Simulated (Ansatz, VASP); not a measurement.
Two plane-wave programs on In

The input INCAR:

```
PREC     = Accurate       # precision mode
ENCUT    = 520            # plane-wave cutoff, eV
EDIFF    = 1E-6           # SCF threshold, eV
ISMEAR   = 0              # smearing method
SIGMA    = 0.1            # smearing width, eV
LREAL    = False          # projectors in reciprocal space
LASPH    = True           # aspherical terms in the spheres
NELM     = 100            # most SCF steps
ALGO     = Fast           # electronic algorithm
ISIF     = 2              # what is computed and relaxed
LWAVE    = False          # write WAVECAR
LCHARG   = True           # write CHGCAR
GGA      = PS             # functional
LELF     = True           # ELF
LVHAR    = True         
NBANDS   = 34             # bands
```

Contents of KPOINTS:

```
Automatic mesh
0
Gamma
  10 10 10
```

File POSCAR:

```
In
1.0
    2.4470898743     -4.1473635292      0.0000000000
    2.4470898743      4.1473635292      0.0000000000
    0.0000000000      0.0000000000      4.9006898420
In
4
Direct
    0.1525000000      0.8475000000      0.0785000000
    0.6525000000      0.3475000000      0.4215000000
    0.8475000000      0.1525000000      0.9215000000
    0.3475000000      0.6525000000      0.5785000000
```

Input for Ansatz:

```yaml
crystal:
  lattice:
    - [2.4470898743, -4.1473635292, 0.0]
    - [2.4470898743, 4.1473635292, 0.0]
    - [0.0, 0.0, 4.900689842]
  atoms:
    - { symbol: In, position: [0.1525, 0.8475, 0.0785] }
    - { symbol: In, position: [0.6525, 0.3475, 0.4215] }
    - { symbol: In, position: [0.8475, 0.1525, 0.9215] }
    - { symbol: In, position: [0.3475, 0.6525, 0.5785] }
basis:
  ecutwfc: 420
kpoints:
  mp_grid: { grid: [10, 10, 10] }
hamiltonian:
  xc: pbesol
scf:
  occupations: { method: gaussian, width: 0.1 }
output:
  forces: true
  stress: true
  eigenvalues: true
```

Alike in both runs: task single point; functional PBEsol; k mesh 10 × 10 × 10; occupations gaussian, width 0.1 eV; no spin polarisation.

```csv
,VASP,Ansatz
version,VASP 6.6.1,Ansatz 0.2.0
potentials or method,"VASP PAW PBE potentials, release 64 (In_d), cutoff 520 eV","scalar-relativistic, plane waves, PAW"
valence electrons in the cell,52,52
```

```tsv
	VASP	Ansatz	Ansatz less VASP
gap on the k mesh at the Fermi level (eV)	none	none	-
pressure (GPa)	7.1	7.2	+0.01
traceless stress, the component that is largest in VASP (GPa)	3.00	3.00	-0.008
rms of the force components (eV/Å)	0.334	0.337	+0.0023
```

VASP's potentials were made for PBE, not for PBEsol. Atom by atom the forces differ by 0.002 eV/Å (rms over components). A gap of «none» marks a metal or a gap that the smearing closes. The functional is the same, so the differences come from potentials, cutoffs and numerics.
